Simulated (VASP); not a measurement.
# Ti (Pm-3m) in VASP: settings compared, part 2 of 3

VASP 6.6.1. Earlier steps stand in the parts before.

**4. Single point, PBE, collinear spin, ferromagnetic start**

This run uses another cell than the first one, of 18.51 Å³/atom, 0.926 times its volume.

INCAR

```
SYSTEM = Ti
  ALGO = Normal
  EDIFF = 1E-6
  ENCUT = 520
  GGA = PE
  ISIF = 2
  ISMEAR = -1
  ISPIN = 2
  LASPH = .TRUE.
  LCHARG = .FALSE.
  LMAXMIX = 4
  LORBIT = 11
  LREAL = .FALSE.
  LWAVE = .FALSE.
  MAGMOM = 0.286
  NBANDS = 16
  NELM = 150
  PREC = Accurate
  SIGMA = 0.05
```

KPOINTS

```
k-points
0
G
  19 19 19
  0 0 0
```

POSCAR

```
Ti
1.0
    2.6450988874      0.0000000000      0.0000000000
    0.0000000000      2.6450988874      0.0000000000
    0.0000000000      0.0000000000      2.6450988874
Ti
1
Direct
    0.0000000000      0.0000000000      0.0000000000
```

Potentials or basis: VASP PAW PBE potentials, release 64 (Ti_sv).

On the command line:

```console
$ cat potpaw_PBE.64/Ti_sv/POTCAR > POTCAR
$ mpirun -np 1 vasp_std > vasp.out
```

OUTCAR:

```text
SYSTEM = Ti
   EDIFF = 1E-6
   ENCUT = 520
   GGA = PE
   ISIF = 2
   ISMEAR = -1
   ISPIN = 2
   LASPH = .TRUE.
   LORBIT = 11
   LREAL = .FALSE.
   NELM = 150
   PREC = Accurate

 ion  position               nearest neighbor table
   1  0.000  0.000  0.000-

  LATTYP: Found a simple cubic cell.
 ALAT       =     2.6450988874

  Lattice vectors:

 A1 = (   2.6450988874,   0.0000000000,   0.0000000000)
 A2 = (   0.0000000000,   2.6450988874,   0.0000000000)
 A3 = (   0.0000000000,   0.0000000000,   2.6450988874)

Analysis of symmetry for initial positions (statically):
=====================================================================
 Subroutine PRICEL returns:
 Original cell was already a primitive cell.

 Routine SETGRP: Setting up the symmetry group for a
 simple cubic supercell.

 Subroutine GETGRP returns: Found 48 space group operations
 (whereof 48 operations were pure point group operations)
 out of a pool of 48 trial point group operations.

The static configuration has the point symmetry O_h .

Analysis of symmetry for dynamics (positions and initial velocities):
=====================================================================
 Subroutine PRICEL returns:
 Original cell was already a primitive cell.

 Routine SETGRP: Setting up the symmetry group for a
 simple cubic supercell.

 Subroutine GETGRP returns: Found 48 space group operations
 (whereof 48 operations were pure point group operations)
 out of a pool of 48 trial point group operations.

The dynamic configuration has the point symmetry O_h .

Analysis of structural, dynamic, and magnetic symmetry:
=====================================================================
 Subroutine PRICEL returns:
 Original cell was already a primitive cell.

 Routine SETGRP: Setting up the symmetry group for a
 simple cubic supercell.

 Subroutine GETGRP returns: Found 48 space group operations
 (whereof 48 operations were pure point group operations)
[... 126 lines left out ...]
   LHFCALC =     F    Hartree Fock is set to
   AEXX    =    0.0000 exact exchange contribution
   IVDW    =     0    specifies the selected vdW correction
   LEPSILON=     F    determine dielectric tensor
   LRPA    =     F    only Hartree local field effects (RPA)
 spin polarized calculation
  energy-cutoff  :      520.00
  volume of cell :       18.51
 maximum number of plane-waves:       513
 NGX is ok and might be reduce to    20
   NGX =  9   NGY =  9   NGZ =  9

 number of electron      11.9999993 magnetization       0.2201077

 Free energy of the ion-electron system (eV)
  ---------------------------------------------------
  ext. energy  EPLUGINS =         0.00000000
  ---------------------------------------------------
  free energy    TOTEN  =        -7.00778348 eV

  energy without entropy =       -6.98905160  energy(sigma->0) =       -6.99841754

 E-fermi :   7.4803     XC(G=0): -11.0953

 val. band max:        7.4757272804   @ k =   0.2105   0.2105   0.1053
 cond. band min:       7.4817253706   @ k =   0.3684   0.3158   0.1579
 fundamental gap:      0.0059980902
 Fermi energy:         7.4803215921

 spin component 1

 k-point     1 :       0.0000    0.0000    0.0000
  band No.  band energies     occupation
      1     -49.1713      1.00000
      2     -24.9660      1.00000
      3     -24.9660      1.00000
      4     -24.9660      1.00000
      5       1.7184      1.00000
      6       6.0958      1.00000
[... 435 lines left out ...]
      5       4.1331      1.00000
      6       6.7299      1.00000
[... 8 lines left out ...]
     15      29.7442      0.00000
     16      32.9742      0.00000

 [... further k-points ...]

 spin component 2

 k-point     1 :       0.0000    0.0000    0.0000
  band No.  band energies     occupation
      1     -49.0258      1.00000
      2     -24.8225      1.00000
      3     -24.8225      1.00000
      4     -24.8225      1.00000
      5       1.8491      1.00000
      6       6.3227      1.00000
[... 435 lines left out ...]
      5       4.2706      1.00000
      6       6.9565      0.99997
[... 8 lines left out ...]
     15      29.9062      0.00000
     16      33.1116      0.00000

 [... further k-points ...]
[... 5 lines left out ...]
  --------------------------------------------------------------------------------------
  -------------------------------------------------------------------------------------
  Total       -0.0586411     -0.0586411     -0.0586411      0.0000000     -0.0000000      0.0000000
  in kB       -5.0767604     -5.0767604     -5.0767604      0.0000000     -0.0000000      0.0000000
  external PRESSURE =      -5.0767604 kB  Pullay stress =       0.0000000 kB

 VOLUME and BASIS-vectors are now :
 -----------------------------------------------------------------------------
  energy-cutoff  :      520.00
  volume of cell :       18.51
      direct lattice vectors                 reciprocal lattice vectors
     2.645098887  0.000000000  0.000000000     0.378057699  0.000000000  0.000000000
     0.000000000  2.645098887  0.000000000     0.000000000  0.378057699  0.000000000
     0.000000000  0.000000000  2.645098887     0.000000000  0.000000000  0.378057699

 POSITION                                       TOTAL-FORCE (eV/Angst)
 -----------------------------------------------------------------------------------
      0.00000      0.00000      0.00000         0.000000      0.000000      0.000000
 -----------------------------------------------------------------------------------
    total drift:                               -0.000000      0.000000      0.000000

  FREE ENERGIE OF THE ION-ELECTRON SYSTEM (eV)
  ---------------------------------------------------
  free  energy   TOTEN  =        -7.0077834769 eV

  energy  without entropy=       -6.9890515959  energy(sigma->0) =       -6.99841754

 total charge

# of ion       s       p       d       tot
------------------------------------------
    1        2.248   6.066   2.048  10.362

 magnetization (x)

# of ion       s       p       d       tot
------------------------------------------
    1        0.007   0.009   0.154   0.170
```

OSZICAR:

```text
N       E                     dE             d eps       ncg     rms          rms(c)
DAV:   1     0.935110709992E+02    0.93511E+02   -0.56989E+03 14280   0.845E+02
DAV:   2    -0.325290581346E+01   -0.96764E+02   -0.92394E+02 15232   0.250E+02
DAV:   3    -0.758320931244E+01   -0.43303E+01   -0.42770E+01 17080   0.532E+01
DAV:   4    -0.767233933308E+01   -0.89130E-01   -0.89066E-01 16456   0.709E+00
DAV:   5    -0.767401408339E+01   -0.16748E-02   -0.16747E-02 16616   0.904E-01    0.752E+00
DAV:   6    -0.698707061135E+01    0.68694E+00   -0.10421E+00 16040   0.133E+01    0.211E+00
DAV:   7    -0.699438956475E+01   -0.73190E-02   -0.59700E-02 18456   0.191E+00    0.129E+00
DAV:   8    -0.700512847943E+01   -0.10739E-01   -0.30714E-02 14416   0.160E+00    0.482E-01
DAV:   9    -0.700778282831E+01   -0.26543E-02   -0.35585E-03 17672   0.545E-01    0.120E-01
DAV:  10    -0.700781142281E+01   -0.28595E-04   -0.14832E-04 15184   0.111E-01    0.504E-02
DAV:  11    -0.700778445319E+01    0.26970E-04   -0.79557E-05 14936   0.857E-02    0.132E-02
DAV:  12    -0.700778347691E+01    0.97628E-06   -0.63871E-06 15992   0.231E-02
   1 F= -.70077835E+01 E0= -.69984175E+01  d E =-.187319E-01  mag=     0.2223
```

It took 40 s on 1 thread of Intel Xeon 6975P-C (Granite Rapids), shared host; peak memory 0.2 GiB.

Results:

| Item | Value |
| --- | --- |
| Free energy | -7.0078 eV |
| Pressure | -0.5 GPa |
| Net moment | 0.22 μB per cell |
| Site moments | Ti +0.17 μB |
| Valence electrons inside the program's atomic spheres | Ti 10.36 |

[end of part 2 of 3]
